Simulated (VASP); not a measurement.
# C12N in VASP: further runs

C12N is run at these levels: PBE; tasks: single point.

Everything below comes from runs of VASP 6.6.1. Logs are shortened: lines on timing, memory, paths and dates and some standing lists are left out, and cuts for length are marked.

### Step 1. The cell of the first run

The cell holds a wire or tube with vacuum around it, 13 atoms: a = 4.933 Å, b = 8.872 Å, c = 20.291 Å, α = 90.00°, β = 90.00°, γ = 97.99°.

### Step 2. Single point, PBE

File INCAR:

```
SYSTEM = C12N
  PREC = Accurate
  ENCUT = 520
  EDIFF = 1E-7
  ISMEAR = 0
  SIGMA = 0.1
  LREAL = .FALSE.
  LASPH = .TRUE.
  NELM = 100
  ALGO = Normal
  ISIF = 2
  LWAVE = .FALSE.
  LCHARG = .FALSE.
  LDIPOL = .TRUE.
  IDIPOL = 3
  DIPOL = 0.5 0.5 0.330
  GGA = PE
  NBANDS = 38
```

File KPOINTS:

```
regular mesh
0
G
  6 3 1
  0 0 0
```

File POSCAR:

```
C12N
1.0
    4.9326910638      0.0000000000      0.0000000000
   -1.2331727659      8.7858796652      0.0000000000
    0.0000000000      0.0000000000     20.2907138818
C N
12 1
Direct
    0.0197005045      0.0788020181      0.1971345130
    0.5197005045      0.0788020181      0.1971345130
    0.2746256306      0.0985025226      0.2311704222
    0.7746256306      0.0985025226      0.2311704222
    0.2844758829      0.1379035317      0.2992422405
    0.7844758829      0.1379035317      0.2992422405
    0.0392966979      0.1571967124      0.3324023561
    0.5392966979      0.1571967124      0.3324023561
    0.0496769462      0.1987212371      0.4035397332
    0.5496769462      0.1987212371      0.4035397332
    0.3040736101      0.2163107364      0.4332382751
    0.8040736101      0.2163107364      0.4332382751
    0.3040736101      0.2163107364      0.4978324902
```

Potentials or basis: VASP PAW PBE potentials, release 64 (C, N).

On the command line:

```bash
$ cat potpaw_PBE.64/C/POTCAR potpaw_PBE.64/N/POTCAR > POTCAR
$ mpirun -np 1 vasp_std > vasp.out
```

OUTCAR:

```text
SYSTEM = C12N
   PREC = Accurate
   ENCUT = 520
   EDIFF = 1E-7
   ISMEAR = 0
   LREAL = .FALSE.
   LASPH = .TRUE.
   NELM = 100
   ISIF = 2
   GGA = PE

 ion  position               nearest neighbor table
   1  0.020  0.079  0.197-   3 1.42   4 1.42
   2  0.520  0.079  0.197-   4 1.42   3 1.42
   3  0.275  0.099  0.231-   1 1.42   5 1.42   2 1.42
   4  0.775  0.099  0.231-   2 1.42   6 1.42   1 1.42
   5  0.284  0.138  0.299-   8 1.41   7 1.41   3 1.42
   6  0.784  0.138  0.299-   7 1.41   8 1.41   4 1.42
   7  0.039  0.157  0.332-   6 1.41   5 1.41   9 1.49
   8  0.539  0.157  0.332-   5 1.41   6 1.41  10 1.49
   9  0.050  0.199  0.404-  11 1.38  12 1.38   7 1.49
  10  0.550  0.199  0.404-  12 1.38  11 1.38   8 1.49
  11  0.304  0.216  0.433-  13 1.31   9 1.38  10 1.38
  12  0.804  0.216  0.433-  10 1.38   9 1.38
  13  0.304  0.216  0.498-  11 1.31

  LATTYP: Found a simple monoclinic cell.
 ALAT       =     4.9326910638
 B/A-ratio  =     4.1135180816
 C/A-ratio  =     1.7986126829
 COS(beta)  =    -0.1389960175

  Lattice vectors:

 A1 = (   4.9326910638,   0.0000000000,   0.0000000000)
 A2 = (   0.0000000000,   0.0000000000, -20.2907138818)
 A3 = (  -1.2331727659,   8.7858796652,   0.0000000000)

Analysis of symmetry for initial positions (statically):
=====================================================================
 Subroutine PRICEL returns:
 Original cell was already a primitive cell.

 Routine SETGRP: Setting up the symmetry group for a
 simple monoclinic supercell.

 Subroutine GETGRP returns: Found  1 space group operations
 (whereof  1 operations were pure point group operations)
 out of a pool of  4 trial point group operations.

The static configuration has the point symmetry C_1 .

Analysis of symmetry for dynamics (positions and initial velocities):
=====================================================================
 Subroutine PRICEL returns:
 Original cell was already a primitive cell.

 Routine SETGRP: Setting up the symmetry group for a
 simple monoclinic supercell.

 Subroutine GETGRP returns: Found  1 space group operations
 (whereof  1 operations were pure point group operations)
 out of a pool of  4 trial point group operations.

The dynamic configuration has the point symmetry C_1 .

 Subroutine INISYM returns: Found  1 space group operations
 (whereof  1 operations are pure point group operations),
 and found     1 'primitive' translations

----------------------------------------------------------------------------------------

                                     Primitive cell

  volume of cell :     879.3596

  direct lattice vectors                    reciprocal lattice vectors
     4.932691064  0.000000000  0.000000000     0.202729096  0.028454749  0.000000000
    -1.233172766  8.785879665  0.000000000     0.000000000  0.113818996  0.000000000
     0.000000000  0.000000000 20.290713882     0.000000000  0.000000000  0.049283628

  length of vectors
     4.932691064  8.872000708 20.290713882     0.204716289  0.113818996  0.049283628

  position of ions in fractional coordinates (direct lattice)
     0.019700505  0.078802018  0.197134513
     0.519700505  0.078802018  0.197134513
     0.274625631  0.098502523  0.231170422
     0.774625631  0.098502523  0.231170422
     0.284475883  0.137903532  0.299242240
     0.784475883  0.137903532  0.299242240
     0.039296698  0.157196712  0.332402356
     0.539296698  0.157196712  0.332402356
     0.049676946  0.198721237  0.403539733
     0.549676946  0.198721237  0.403539733
     0.304073610  0.216310736  0.433238275
     0.804073610  0.216310736  0.433238275
     0.304073610  0.216310736  0.497832490

  ion indices of the primitive-cell ions
   primitive index   ion index
                 1           1
                 2           2
                 3           3
                 4           4
                 5           5
                 6           6
                 7           7
                 8           8
                 9           9
                10          10
                11          11
                12          12
                13          13

----------------------------------------------------------------------------------------

 KPOINTS: regular mesh

Automatic generation of k-mesh.
 Grid dimensions read from file:
 generate k-points for:    6    3    1

 Generating k-lattice:

  Cartesian coordinates                     Fractional coordinates (reciprocal lattice)
     0.033788183  0.004742458  0.000000000     0.166666667  0.000000000  0.000000000
     0.000000000  0.037939665  0.000000000     0.000000000  0.333333333  0.000000000
     0.000000000  0.000000000  0.049283628     0.000000000  0.000000000  1.000000000

  Length of vectors
     0.034119382  0.037939665  0.049283628

  Shift w.r.t. Gamma in fractional coordinates (k-lattice)
     0.000000000  0.000000000  0.000000000

 Subroutine IBZKPT returns following result:
 ===========================================

 Found     10 irreducible k-points:

 Following reciprocal coordinates:
            Coordinates               Weight
  0.000000  0.000000  0.000000      1.000000
  0.166667  0.000000  0.000000      2.000000
  0.333333  0.000000  0.000000      2.000000
  0.500000  0.000000  0.000000      1.000000
  0.000000  0.333333  0.000000      2.000000
  0.166667  0.333333  0.000000      2.000000
  0.333333  0.333333  0.000000      2.000000
  0.500000  0.333333  0.000000      2.000000
 -0.333333  0.333333  0.000000      2.000000
 -0.166667  0.333333  0.000000      2.000000
   k-points           NKPTS =     10   k-points in BZ     NKDIM =     10   number of bands    NBANDS=     38
   number of dos      NEDOS =    301   number of ions     NIONS =     13
   total plane-waves  NPLWV = 448000
   dimension x,y,z NGX =    40 NGY =   70 NGZ =  160
   dimension x,y,z NGXF=    80 NGYF=  140 NGZF=  320
   ions per type =              12   1
   NGX,Y,Z   is equivalent  to a cutoff of  13.48, 13.12, 13.11 a.u.
   NGXF,Y,Z  is equivalent  to a cutoff of  26.96, 26.23, 26.22 a.u.
 SYSTEM =  C12N
   PREC   = accura    normal or accurate (medium, high low for compatibility)
   ISTART =      0    job   : 0-new  1-cont  2-samecut
   ICHARG =      2    charge: 1-file 2-atom 10-const
   ISPIN  =      1    spin polarized calculation?
   LNONCOLLINEAR =      F non collinear calculations
   LSORBIT =      F    spin-orbit coupling
   LASPH  =      T    aspherical Exc in radial PAW
   ENCUT  =  520.0 eV  38.22 Ry    6.18 a.u.   9.17 16.50 37.73*2*pi/ulx,y,z
   NELM   =    100;   NELMIN=  2; NELMDL= -5     # of ELM steps
   EDIFF  = 0.1E-06   stopping-criterion for ELM
   LREAL  =      F    real-space projection
   EDIFFG = 0.1E-05   stopping-criterion for IOM
   NSW    =      0    number of steps for IOM
   IBRION =     -1    ionic relax: 0-MD 1-quasi-New 2-CG
   NFREE  =      0    steps in history (QN), initial steepest desc. (CG)
   ISIF   =      2    stress and relaxation
   ISYM   =      2    0-nonsym 1-usesym 2-fastsym
   POTIM  = 0.5000    time-step for ionic-motion
   TEBEG  =    0.0;   TEEND  =   0.0 temperature during run
   PSTRESS=    0.0 pullay stress
   NELECT =      53.0000    total number of electrons
   NUPDOWN=      -1.0000    fix difference up-down
   EMIN   =  10.00;   EMAX   =-10.00  energy-range for DOS
   EFERMI =   0.00;   METHOD = LEGACY
   ISMEAR =     0;   SIGMA  =   0.10  broadening in eV -4-tet -1-fermi 0-gaus
   EFERMI_NEDOS =   21; number of points for ismear=-14 and -15
   IALGO  =     38    algorithm
   IMIX   =      4    mixing-type and parameters
     AMIX     =   0.40;   BMIX     =  1.00
     AMIX_MAG =   1.60;   BMIX_MAG =  1.00
  volume/ion in A,a.u.               =      67.64       456.48
  Fermi-wavevector in a.u.,A,eV,Ry     =   0.641866  1.212952  5.605497  0.411992
  Thomas-Fermi vector in A             =   1.708347
   LORBIT       =      0    0 simple, 1 ext, 2 COOP (PROOUT), +10 PAW based schemes
   GGA     = PE    functional components
   LHFCALC =     F    Hartree Fock is set to
   AEXX    =    0.0000 exact exchange contribution
   IVDW    =     0    specifies the selected vdW correction
   LEPSILON=     F    determine dielectric tensor
   LRPA    =     F    only Hartree local field effects (RPA)
 non-spin polarized calculation
 Gauss-broadening in eV      SIGMA  =   0.10
  energy-cutoff  :      520.00
  volume of cell :      879.36
 maximum number of plane-waves:     23724
 NGX is ok and might be reduce to    40
   NGX = 19   NGY = 33   NGZ = 75

 dipolmoment           0.000000      0.000000     -0.265870 electrons x Angstroem

 number of electron      53.0000000 magnetization

 dipolmoment           0.000000      0.000000      0.126363 electrons x Angstroem

 Free energy of the ion-electron system (eV)
  ---------------------------------------------------
  ext. energy  EPLUGINS =         0.00000000
  ---------------------------------------------------
  free energy    TOTEN  =      -105.58477801 eV

  energy without entropy =     -105.52443820  energy(sigma->0) =     -105.55460811

 E-fermi :  -4.7806     XC(G=0):  -2.1212

 val. band max:       -4.7808536192   @ k =   0.1667   0.3333   0.0000
 cond. band min:      -4.7375203620   @ k =   0.5000   0.3333   0.0000
 fundamental gap:      0.0433332572
 Fermi energy:        -4.7806458638

 k-point     1 :       0.0000    0.0000    0.0000
  band No.  band energies     occupation
      1     -23.8102      2.00000
      2     -22.7876      2.00000
      3     -20.8775      2.00000
      4     -19.4047      2.00000
      5     -19.3695      2.00000
      6     -18.8777      2.00000
[... 30 lines left out ...]
     37       1.6101      0.00000
     38       1.9834      0.00000

 k-point     2 :       0.1667    0.0000    0.0000
  band No.  band energies     occupation
      1     -23.7115      2.00000
      2     -22.7173      2.00000
      3     -20.9398      2.00000
      4     -20.4342      2.00000
      5     -19.2120      2.00000
      6     -18.5818      2.00000
[... 30 lines left out ...]
     37       1.7314      0.00000
     38       2.1311      0.00000

 k-point     3 :       0.3333    0.0000    0.0000
  band No.  band energies     occupation
      1     -23.4508      2.00000
      2     -22.5398      2.00000
      3     -21.5811      2.00000
      4     -20.7309      2.00000
      5     -19.7234      2.00000
      6     -18.5214      2.00000
[... 30 lines left out ...]
     37       2.0239      0.00000
     38       2.2462      0.00000

 k-point     4 :       0.5000    0.0000    0.0000
  band No.  band energies     occupation
      1     -23.2520      2.00000
      2     -22.3835      2.00000
      3     -22.0444      2.00000
      4     -20.7986      2.00000
      5     -19.8851      2.00000
      6     -18.5400      2.00000
[... 30 lines left out ...]
     37       2.2566      0.00000
     38       2.7176      0.00000
[... 129 lines left out ...]
      4     -20.7986      2.00000
      5     -19.8851      2.00000
      6     -18.5399      2.00000
[... 30 lines left out ...]
     37       2.2594      0.00000
     38       2.5764      0.00000

 k-point     9 :      -0.3333    0.3333    0.0000
  band No.  band energies     occupation
      1     -23.4508      2.00000
      2     -22.5398      2.00000
      3     -21.5811      2.00000
      4     -20.7309      2.00000
      5     -19.7234      2.00000
      6     -18.5214      2.00000
[... 30 lines left out ...]
     37       1.9572      0.00000
     38       2.1801      0.00000

 k-point    10 :      -0.1667    0.3333    0.0000
  band No.  band energies     occupation
      1     -23.7115      2.00000
      2     -22.7173      2.00000
      3     -20.9398      2.00000
      4     -20.4342      2.00000
      5     -19.2120      2.00000
      6     -18.5818      2.00000
[... 30 lines left out ...]
     37       1.6165      0.00000
     38       1.9172      0.00000

------------------------ aborting loop because EDIFF is reached ----------------------------------------

 vacuum level on the upper side and lower side of the slab       (xc-potential included)         0.249        -0.266

  FORCE on cell =-STRESS in cart. coord.  units (eV):
  Direction    XX          YY          ZZ          XY          YZ          ZX
  --------------------------------------------------------------------------------------
  -------------------------------------------------------------------------------------
  Total        3.4209833      0.0009006      2.4466463      0.0002498      0.6250478      0.0010466
  in kB        6.2329702      0.0016410      4.4577457      0.0004552      1.1388259      0.0019068
  external PRESSURE =       3.5641189 kB  Pullay stress =       0.0000000 kB

 VOLUME and BASIS-vectors are now :
 -----------------------------------------------------------------------------
  energy-cutoff  :      520.00
  volume of cell :      879.36
      direct lattice vectors                 reciprocal lattice vectors
     4.932691064  0.000000000  0.000000000     0.202729096  0.028454749  0.000000000
    -1.233172766  8.785879665  0.000000000     0.000000000  0.113818996  0.000000000
     0.000000000  0.000000000 20.290713882     0.000000000  0.000000000  0.049283628

 POSITION                                       TOTAL-FORCE (eV/Angst)
 -----------------------------------------------------------------------------------
     -0.00000      0.69235      4.00000        -0.322988      0.437407      1.652365
      2.46635      0.69235      4.00000         0.323053      0.437394      1.652353
      1.23317      0.86543      4.69061         0.000009     -0.823061     -3.005100
      3.69952      0.86543      4.69061        -0.000023     -0.729817     -2.921477
      1.23317      1.21160      6.07184        -0.000438      0.269204      0.989336
      3.69952      1.21160      6.07184        -0.000437      0.242969      1.158813
     -0.00001      1.38111      6.74468        -0.553870      0.279836      1.033791
      2.46633      1.38111      6.74468         0.554718      0.279826      1.033748
     -0.00002      1.74594      8.18811        -2.357871     -0.401422     -3.283865
      2.46633      1.74594      8.18811         2.357681     -0.401417     -3.283770
      1.23315      1.90048      8.79071         0.000051     -0.099487      4.029383
      3.69950      1.90048      8.79071         0.000064      0.121966      0.801530
      1.23315      1.90048     10.10138         0.000051      0.386600      0.142894
 -----------------------------------------------------------------------------------
    total drift:                                0.000139     -0.000203     -0.000114

  FREE ENERGIE OF THE ION-ELECTRON SYSTEM (eV)
  ---------------------------------------------------
  free  energy   TOTEN  =      -105.5847780110 eV

  energy  without entropy=     -105.5244382037  energy(sigma->0) =     -105.55460811

 vacuum level on the upper side and lower side of the slab         1.864         1.336
```

Run time: 9 min. Hardware: 1 thread of AMD EPYC 9R45 (Zen 5), shared host; peak memory 0.96 GiB.

Results:

| Property | Result |
| --- | --- |
| Free energy | -105.5848 eV |
| Largest force | 4.063 eV/Å |
| Band gap on the k mesh | zero (an odd number of electrons rules out a gap without spin polarisation) |

Forces in eV/Å, atoms in the order of the input:
```
C   -0.323  0.437  1.652
C    0.323  0.437  1.652
C    0.000 -0.823 -3.005
C    0.000 -0.730 -2.921
C    0.000  0.269  0.989
C    0.000  0.243  1.159
C   -0.554  0.280  1.034
C    0.555  0.280  1.034
C   -2.358 -0.401 -3.284
C    2.358 -0.401 -3.284
C    0.000 -0.099  4.029
C    0.000  0.122  0.802
N    0.000  0.387  0.143
```

Levels at points of the mesh, in eV from the Fermi level:
```csv
k point,band 24,band 25,band 26,band 27,band 28,band 29,band 30,band 31
"(0.00, 0.00, 0.00)",-1.63,-0.41,-0.38,-0.02,0.38,0.87,1.75,2.28
"(0.50, 0.00, 0.00)",-1.69,-0.47,-0.11,-0.07,0.04,0.32,2.95,3.34
```

### Step 3. Single point, PBE

File INCAR:

```
SYSTEM = C12N
ALGO     = Normal         ! electronic algorithm
DIPOL    = 0.5 0.5 0.321
EDIFF    = 1E-6           ! SCF threshold, eV
ENCUT    = 520            ! plane-wave cutoff, eV
GGA      = PE             ! functional
IDIPOL   = 3            
ISIF     = 2              ! what is computed and relaxed
ISMEAR   = 0              ! smearing method
LASPH    = .TRUE.         ! aspherical terms in the spheres
LCHARG   = .FALSE.        ! write CHGCAR
LDIPOL   = .TRUE.       
LREAL    = .FALSE.        ! projectors in reciprocal space
LWAVE    = .FALSE.        ! write WAVECAR
NBANDS   = 38             ! bands
NELM     = 100            ! most SCF steps
PREC     = Accurate       ! precision mode
SIGMA    = 0.1            ! smearing width, eV
```

File KPOINTS:

```
k-points
0
G
  6 3 1
  0 0 0
```

POSCAR: that of step 2 with these lines changed.

```diff
@@ -20,2 +20,2 @@
     0.8040736101      0.2163107364      0.4332382751
-    0.3040736101      0.2163107364      0.4978324902
+    0.3040736101      0.7163107364      0.3775804372
```

Potentials or basis: VASP PAW PBE potentials, release 64 (C, N).

On the command line:

```bash
$ cat potpaw_PBE.64/C/POTCAR potpaw_PBE.64/N/POTCAR > POTCAR
$ mpirun -np 1 vasp_std > vasp.out
```

Wall time 10 min (1 thread of AMD EPYC 9R45 (Zen 5), shared host); peak memory 0.95 GiB.

The run converged. Its results:

* Free energy: -98.2452 eV
* Largest force: 3.408 eV/Å
* Band gap on the k mesh: zero (an odd number of electrons rules out a gap without spin polarisation)

Forces in eV/Å, atoms in the order of the input:
```
C    0.000  0.454  1.815
C    0.001  0.453  1.816
C   -0.001 -0.831 -3.305
C   -0.001 -0.833 -3.303
C   -0.003  0.379  1.533
C    0.002  0.386  1.535
C    0.000 -0.015 -0.025
C    0.000 -0.023 -0.021
C   -0.001  0.078  0.241
C    0.003  0.082  0.245
C   -0.001 -0.071 -0.257
C   -0.001 -0.077 -0.258
N    0.001  0.018 -0.016
```

Levels at points of the mesh, in eV from the Fermi level:
```tsv
k point	band 25	band 26	band 27	band 28	band 29	band 30
(0.00, 0.00, 0.00)	-0.27	-0.02	-0.01	0.07	0.69	0.69
(0.50, 0.00, 0.00)	-0.03	-0.03	0.00	0.01	0.07	0.07
```

(Continued in part 2 of 2.)

The gap in the log of VASP goes by the Fermi energy; the results here count the filled bands.